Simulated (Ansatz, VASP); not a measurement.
## Two plane-wave programs on V

The input INCAR:

```
SYSTEM = V
  PREC = Accurate
  ENCUT = 520
  EDIFF = 1E-7
  ISMEAR = 0
  SIGMA = 0.15
  LREAL = .FALSE.
  LASPH = .TRUE.
  NELM = 60
  ALGO = Normal
  ISIF = 2
  LWAVE = .FALSE.
  LCHARG = .FALSE.
  GGA = PS
  NBANDS = 12
```

Contents of KPOINTS:

```
regular mesh
0
G
  22 22 22
  0 0 0
```

The input POSCAR:

```
V
1.0
   -1.4903050000      1.4903050000      1.4903050000
    1.4903050000     -1.4903050000      1.4903050000
    1.4903050000      1.4903050000     -1.4903050000
V
1
Direct
    0.0000000000      0.0000000000      0.0000000000
```

Input for Ansatz:

```yaml
crystal:
  lattice:
    - [-1.490305, 1.490305, 1.490305]
    - [1.490305, -1.490305, 1.490305]
    - [1.490305, 1.490305, -1.490305]
  atoms:
    - { symbol: V, position: [0.0, 0.0, 0.0] }
basis:
  ecutwfc: 420
kpoints:
  mp_grid: { grid: [22, 22, 22] }
hamiltonian:
  xc: pbesol
scf:
  occupations: { method: gaussian, width: 0.15 }
output:
  forces: true
  stress: true
  eigenvalues: true
```

Change from the starting cell: strain -0.015 along x and y, -0.015 along z, atoms carried along.

Alike in both runs: task single point; functional PBEsol; k mesh 22 × 22 × 22; occupations gaussian, width 0.15 eV; no spin polarisation.

```csv
,VASP,Ansatz
version,VASP 6.6.1,Ansatz 0.2.0
potentials or method,"VASP PAW PBE potentials, release 64 (V_sv), cutoff 520 eV","scalar-relativistic, plane waves, PAW"
valence electrons in the cell,13,13
```

VASP gave:

- gap on the k mesh at the Fermi level (eV): none
- pressure (GPa): -3.9

Q: Estimate Ansatz's values.

A: gap on the k mesh at the Fermi level (eV): none; pressure (GPa): -4.1.

VASP's potentials were made for PBE, not for PBEsol. A gap of «none» marks a metal or a gap that the smearing closes.
